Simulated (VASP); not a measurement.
Wanted: the native input for a VASP 6.6.1 run.

```yaml
Task: single point
Functional: PBEsol
Potentials_or_basis: VASP PAW PBE potentials, release 64 (In_d, Sb)
Cutoff: 520 eV
k_mesh: 14 × 14 × 14
Occupations: gaussian, width 0.15 eV
Spin: no spin polarisation
Dipole_correction: no
Further_INCAR_settings: ALGO = Normal; EDIFF = 1e-06; NBANDS = 16
```

The structure of InSb lies in POSCAR:

```
InSb
1.0
    0.0000000000      2.9198373500      2.9198373500
    2.9198373500      0.0000000000      2.9198373500
    2.9198373500      2.9198373500      0.0000000000
In Sb
1 1
Direct
    0.0000000000      0.0000000000      0.0000000000
    0.5000000000      0.5000000000      0.5000000000
```

This cell differs from its parent crystal: strain -0.050 along x and y, -0.050 along z.

One way to write it, as run:

INCAR

```
SYSTEM = InSb
  ALGO = Normal
  EDIFF = 1E-6
  ENCUT = 520
  GGA = PS
  ISIF = 2
  ISMEAR = 0
  LASPH = .True.
  LCHARG = .False.
  LREAL = .False.
  LWAVE = .False.
  NBANDS = 16
  NELM = 80
  PREC = Accurate
  SIGMA = 0.15
```

KPOINTS

```
k-points
0
Gamma
  14 14 14
  0 0 0
```

Potentials or basis: VASP PAW PBE potentials, release 64 (In_d, Sb).

Command:

```sh
$ cat potpaw_PBE.64/In_d/POTCAR potpaw_PBE.64/Sb/POTCAR > POTCAR
$ mpirun -np 1 vasp_std > vasp.out
```

It gave:

```json
{
  "Pressure": "7.2 GPa",
  "Band gap on the k mesh": "zero (bands 9 and 10 overlap by 3.31 eV)"
}
```

Caveat: the cell differs from its parent crystal (strain -0.050 along x and y, -0.050 along z); the cell stands under pressure; the PAW data sets were made with another functional, which shifts forces and pressure a little; spin-orbit coupling is left out, which moves the levels of the heavy elements.

Run time: 26 s on 1 thread of Intel(R) Xeon(R) 6975P-C (Granite Rapids), on a shared host, peak memory 0.23 GiB.
